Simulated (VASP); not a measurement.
# BN (I-4m2) in VASP: a series of runs

BN is run at these levels: r2SCAN; tasks: single point.

All numbers are computed with VASP 6.6.1; they aren't measurements. Logs are shortened: lines on timing, memory, paths and dates and some standing lists are left out, and cuts for length are marked.

### 1 The cell of the first run

The structure is tetragonal, space group I-4m2 (No. 119). Conventional cell: a = 2.348 Å, b = 2.348 Å, c = 3.610 Å, α = 90.00°, β = 90.00°, γ = 90.00°. Within 2.0 Å of B (site symmetry -4m2) lie 4 N at 1.48 Å. Within 2.0 Å of N (site symmetry -4m2) lie 4 B at 1.48 Å.

### 2 Single point, r2SCAN (strain -0.080 along x and y, +0.000 along z)

File POSCAR:

```
BN
1.0
    0.0000000000      1.6604286547      1.8048137551
    1.6604286547      0.0000000000      1.8048137551
    1.6604286547      1.6604286547      0.0000000000
B N
1 1
Direct
    0.0000000000      0.0000000000      0.0000000000
    0.7500000000      0.7500000000      0.7500000000
```

File INCAR.step1:

```
PREC = Accurate ; ENCUT = 520
ISMEAR = 0 ; SIGMA = 0.05
LREAL = F ; LASPH = T
NELM = 100 ; NBANDS = 11
GGA = PE ; ALGO = Normal
EDIFF = 1E-4 ; LWAVE = T
LCHARG = F
```

File INCAR.step2:

```
PREC = Accurate ; ENCUT = 520
EDIFF = 1E-6 ; ISMEAR = 0
SIGMA = 0.05 ; LREAL = F
LASPH = T ; NELM = 100
ALGO = Normal ; ISIF = 2
LWAVE = F ; LCHARG = F
METAGGA = R2SCAN ; LMIXTAU = T
NBANDS = 11 ; ISTART = 1
```

File KPOINTS:

```
regular mesh
0
Gamma
  12 12 12
```

Potentials or basis: VASP PAW PBE potentials, release 64 (B, N).

Launch:

```console
$ cat potpaw_PBE.64/B/POTCAR potpaw_PBE.64/N/POTCAR > POTCAR
$ cp INCAR.step1 INCAR
$ mpirun -np 1 vasp_std > vasp.out
$ cp INCAR.step2 INCAR
$ mpirun -np 1 vasp_std > vasp.out
```

OUTCAR:

```text
PREC = Accurate
   ENCUT = 520
   EDIFF = 1E-6
   ISMEAR = 0
   LREAL = F
   LASPH = T
   NELM = 100
   ISIF = 2
   METAGGA = R2SCAN
   ISTART = 1

 ion  position               nearest neighbor table
   1  0.000  0.000  0.000-   2 1.48   2 1.48   2 1.48   2 1.48
   2  0.750  0.750  0.750-   1 1.48   1 1.48   1 1.48   1 1.48

  LATTYP: Found a body centered tetragonal cell.
 ALAT       =     2.3482007228
 C/A-ratio  =     1.5371886547

  Lattice vectors:

 A1 = (  -1.6604286547,   0.0000000000,   1.8048137551)
 A2 = (   1.6604286547,   0.0000000000,   1.8048137551)
 A3 = (   0.0000000000,   1.6604286547,  -1.8048137551)

Analysis of symmetry for initial positions (statically):
=====================================================================
 Subroutine PRICEL returns:
 Original cell was already a primitive cell.

 Routine SETGRP: Setting up the symmetry group for a
 body centered tetragonal supercell.

 Subroutine GETGRP returns: Found  8 space group operations
 (whereof  8 operations were pure point group operations)
 out of a pool of 16 trial point group operations.

The static configuration has the point symmetry D_2d.

Analysis of symmetry for dynamics (positions and initial velocities):
=====================================================================
 Subroutine PRICEL returns:
 Original cell was already a primitive cell.

 Routine SETGRP: Setting up the symmetry group for a
 body centered tetragonal supercell.

 Subroutine GETGRP returns: Found  8 space group operations
 (whereof  8 operations were pure point group operations)
 out of a pool of 16 trial point group operations.

The dynamic configuration has the point symmetry D_2d.

 Subroutine INISYM returns: Found  8 space group operations
 (whereof  8 operations are pure point group operations),
 and found     1 'primitive' translations

----------------------------------------------------------------------------------------

                                     Primitive cell

  volume of cell :       9.9518

  direct lattice vectors                    reciprocal lattice vectors
     0.000000000  1.660428655  1.804813755    -0.301127061  0.301127061  0.277036896
     1.660428655  0.000000000  1.804813755     0.301127061 -0.301127061  0.277036896
     1.660428655  1.660428655  0.000000000     0.301127061  0.301127061 -0.277036896

  length of vectors
     2.452422477  2.452422477  2.348200723     0.508039816  0.508039816  0.508039816

[... 81 lines left out ...]
   LREAL  =      F    real-space projection
   EDIFFG = 0.1E-04   stopping-criterion for IOM
   NSW    =      0    number of steps for IOM
   IBRION =     -1    ionic relax: 0-MD 1-quasi-New 2-CG
   NFREE  =      0    steps in history (QN), initial steepest desc. (CG)
   ISIF   =      2    stress and relaxation
   ISYM   =      2    0-nonsym 1-usesym 2-fastsym
   POTIM  = 0.5000    time-step for ionic-motion
   TEBEG  =    0.0;   TEEND  =   0.0 temperature during run
   PSTRESS=    0.0 pullay stress
   NELECT =       8.0000    total number of electrons
   NUPDOWN=      -1.0000    fix difference up-down
   EMIN   =  10.00;   EMAX   =-10.00  energy-range for DOS
   EFERMI =   0.00;   METHOD = LEGACY
   ISMEAR =     0;   SIGMA  =   0.05  broadening in eV -4-tet -1-fermi 0-gaus
   EFERMI_NEDOS =   21; number of points for ismear=-14 and -15
   IALGO  =     38    algorithm
   IMIX   =      4    mixing-type and parameters
     AMIX     =   0.40;   BMIX     =  1.00
     AMIX_MAG =   1.60;   BMIX_MAG =  1.00
  volume/ion in A,a.u.               =       4.98        33.58
  Fermi-wavevector in a.u.,A,eV,Ry     =   1.522196  2.876533 31.525793  2.317080
  Thomas-Fermi vector in A             =   2.630808
   LORBIT       =      0    0 simple, 1 ext, 2 COOP (PROOUT), +10 PAW based schemes
   METAGGA = R2SCAN    functional components
   LHFCALC =     F    Hartree Fock is set to
   AEXX    =    0.0000 exact exchange contribution
   IVDW    =     0    specifies the selected vdW correction
   LEPSILON=     F    determine dielectric tensor
   LRPA    =     F    only Hartree local field effects (RPA)
 non-spin polarized calculation
 Gauss-broadening in eV      SIGMA  =   0.05
  energy-cutoff  :      520.00
  volume of cell :        9.95
 maximum number of plane-waves:       279
   NGX =  9   NGY =  9   NGZ =  9

 number of electron       8.0000000 magnetization

 Free energy of the ion-electron system (eV)
  ---------------------------------------------------
  ext. energy  EPLUGINS =         0.00000000
  ---------------------------------------------------
  free energy    TOTEN  =       -18.59472335 eV

  energy without entropy =      -18.59472335  energy(sigma->0) =      -18.59472335

 E-fermi :  10.1030     XC(G=0): -14.5869

 val. band max:        9.8798682739   @ k =   0.0000   0.0000   0.0000
 cond. band min:      14.1504726404   @ k =   0.5000   0.0000   0.5000
 fundamental gap:      4.2706043665
 Fermi energy:        10.1030110536

 k-point     1 :       0.0000    0.0000    0.0000
  band No.  band energies     occupation
      1     -13.9018      2.00000
      2       8.7921      2.00000
      3       9.8799      2.00000
      4       9.8799      2.00000
      5      19.7531      0.00000
      6      19.7531      0.00000
      7      20.3906      0.00000
      8      23.6251      0.00000
      9      37.2494      0.00000
     10      38.6404      0.00000
     11      39.2852      0.00000
[... 309 lines left out ...]
 k-point    24 :      -0.4167    0.1667    0.0000
  band No.  band energies     occupation
      1      -8.2564      2.00000
      2      -2.5690      2.00000
      3       3.7164      2.00000
      4       7.2747      2.00000
      5      21.0757      0.00000
      6      24.3506      0.00000
      7      24.3581      0.00000
      8      28.6507      0.00000
      9      35.2129      0.00000
     10      38.5448      0.00000
     11      41.1313      0.00000

 [... further k-points ...]
[... 5 lines left out ...]
  --------------------------------------------------------------------------------------
  -------------------------------------------------------------------------------------
  Total        7.0605393      7.0605393      2.6368326      0.0000000      0.0000000      0.0000000
  in kB     1136.6993953   1136.6993953    424.5123376      0.0000000      0.0000000      0.0000000
  external PRESSURE =     899.3037094 kB  Pullay stress =       0.0000000 kB

 VOLUME and BASIS-vectors are now :
 -----------------------------------------------------------------------------
  energy-cutoff  :      520.00
  volume of cell :        9.95
      direct lattice vectors                 reciprocal lattice vectors
     0.000000000  1.660428655  1.804813755    -0.301127061  0.301127061  0.277036896
     1.660428655  0.000000000  1.804813755     0.301127061 -0.301127061  0.277036896
     1.660428655  1.660428655  0.000000000     0.301127061  0.301127061 -0.277036896

 POSITION                                       TOTAL-FORCE (eV/Angst)
 -----------------------------------------------------------------------------------
      0.00000      0.00000      0.00000         0.000000     -0.000000     -0.000000
      2.49064      2.49064      2.70722         0.000000      0.000000      0.000000
 -----------------------------------------------------------------------------------
    total drift:                               -0.000000     -0.000000      0.000000

  FREE ENERGIE OF THE ION-ELECTRON SYSTEM (eV)
  ---------------------------------------------------
  free  energy   TOTEN  =       -18.5947233501 eV

  energy  without entropy=      -18.5947233501  energy(sigma->0) =      -18.59472335
```

OSZICAR.step1:

```text
N       E                     dE             d eps       ncg     rms          rms(c)
DAV:   1     0.119235767947E+02    0.11924E+02   -0.51803E+03  3757   0.740E+02
DAV:   2    -0.176664782819E+02   -0.29590E+02   -0.28764E+02  4206   0.176E+02
DAV:   3    -0.181164602207E+02   -0.44998E+00   -0.44944E+00  4243   0.183E+01
DAV:   4    -0.181168528504E+02   -0.39263E-03   -0.39262E-03  3841   0.604E-01
DAV:   5    -0.181168531107E+02   -0.26025E-06   -0.26024E-06  3902   0.156E-02    0.781E+00
DAV:   6    -0.169937908990E+02    0.11231E+01   -0.27827E+00  3766   0.105E+01    0.394E+00
DAV:   7    -0.168577185078E+02    0.13607E+00   -0.21104E-01  4124   0.364E+00    0.217E+00
DAV:   8    -0.168393178585E+02    0.18401E-01   -0.41352E-02  4078   0.155E+00    0.293E-01
DAV:   9    -0.168395811217E+02   -0.26326E-03   -0.78866E-04  3778   0.270E-01    0.100E-01
DAV:  10    -0.168396458414E+02   -0.64720E-04   -0.95840E-05  3929   0.834E-02
   1 F= -.16839646E+02 E0= -.16839646E+02  d E =-.288975E-17
```

It took 42 s on 1 thread of AMD EPYC 9R45 (Zen 5), shared host; peak memory 0.09 GiB.

What came out:

| Property | Result |
| --- | --- |
| Free energy | -18.5947 eV |
| Pressure | 89.9 GPa |
| Band gap on the k mesh | 4.27 eV (least direct gap 9.87 eV) |

Caveat: the cell differs from its parent crystal (strain -0.080 along x and y, +0.000 along z); the cell stands under pressure; the PAW data sets were made with another functional, which shifts forces and pressure a little.

### 3 Single point, r2SCAN (strain -0.040 along x and y, -0.080 along z)

File POSCAR:

```
BN
1.0
    0.0000000000      1.7326212049      1.6604286547
    1.7326212049      0.0000000000      1.6604286547
    1.7326212049      1.7326212049      0.0000000000
B N
1 1
Direct
    0.0000000000      0.0000000000      0.0000000000
    0.7500000000      0.7500000000      0.7500000000
```

File INCAR.step1:

```
ALGO     = Normal         # electronic algorithm
EDIFF    = 1E-4           # SCF threshold, eV
ENCUT    = 520            # plane-wave cutoff, eV
GGA      = PE             # functional
ISMEAR   = 0              # smearing method
LASPH    = True           # aspherical terms in the spheres
LCHARG   = False          # write CHGCAR
LREAL    = False          # projectors in reciprocal space
LWAVE    = True           # write WAVECAR
NBANDS   = 11             # bands
NELM     = 60             # most SCF steps
PREC     = Accurate       # precision mode
SIGMA    = 0.05           # smearing width, eV
```

File INCAR.step2:

```
ALGO     = Normal         # electronic algorithm
EDIFF    = 1E-6           # SCF threshold, eV
ENCUT    = 520            # plane-wave cutoff, eV
ISIF     = 2              # what is computed and relaxed
ISMEAR   = 0              # smearing method
ISTART   = 1            
LASPH    = True           # aspherical terms in the spheres
LCHARG   = True           # write CHGCAR
LELF     = True           # ELF
LMIXTAU  = True         
LREAL    = False          # projectors in reciprocal space
LVHAR    = True         
LWAVE    = False          # write WAVECAR
METAGGA  = R2SCAN         # meta-GGA
NBANDS   = 11             # bands
NELM     = 60             # most SCF steps
PREC     = Accurate       # precision mode
SIGMA    = 0.05           # smearing width, eV
```

File KPOINTS:

```
k-points
0
Gamma
  12 12 12
```

Potentials or basis: VASP PAW PBE potentials, release 64 (B, N).

Launch:

```console
$ cat potpaw_PBE.64/B/POTCAR potpaw_PBE.64/N/POTCAR > POTCAR
$ cp INCAR.step1 INCAR
$ mpirun -np 1 vasp_std > vasp.out
$ cp INCAR.step2 INCAR
$ mpirun -np 1 vasp_std > vasp.out
```

Wall time 44 s (1 thread of AMD EPYC 9R45 (Zen 5), shared host); peak memory 0.09 GiB.

It converged, with:

```yaml
Free_energy: -18.6956 eV
Pressure: 88.8 GPa
Band_gap_on_the_k_mesh: 4.28 eV (least direct gap 9.87 eV)
```

Stress tensor (GPa, compression positive):
```
 78.88   0.00   0.00
  0.00  78.88   0.00
  0.00   0.00 108.70
```

Levels at points of the mesh, in eV from the valence-band top:
| k point | band 1 | band 2 | band 3 | band 4 | band 5 | band 6 | band 7 | band 8 | band 9 |
| --- | --- | --- | --- | --- | --- | --- | --- | --- | --- |
| (0.00, 0.00, 0.00) | -23.69 | -0.44 | -0.44 | 0.00 | 9.87 | 10.19 | 10.19 | 13.83 | 29.33 |
| (0.50, 0.00, 0.00) | -18.52 | -13.08 | -3.05 | -2.28 | 11.75 | 11.79 | 13.61 | 17.99 | 27.31 |
| (0.50, 0.50, 0.00) | -16.43 | -10.36 | -6.78 | -6.78 | 4.28 | 9.76 | 21.89 | 21.89 | 25.91 |
| (0.50, 0.00, 0.50) | -17.06 | -11.07 | -6.10 | -6.05 | 5.19 | 10.90 | 21.31 | 22.10 | 24.83 |

Caveat: the cell differs from its parent crystal (strain -0.040 along x and y, -0.080 along z); the cell stands under pressure; the PAW data sets were made with another functional, which shifts forces and pressure a little. A k mesh can miss the band edges.

[end of part 1 of 2]
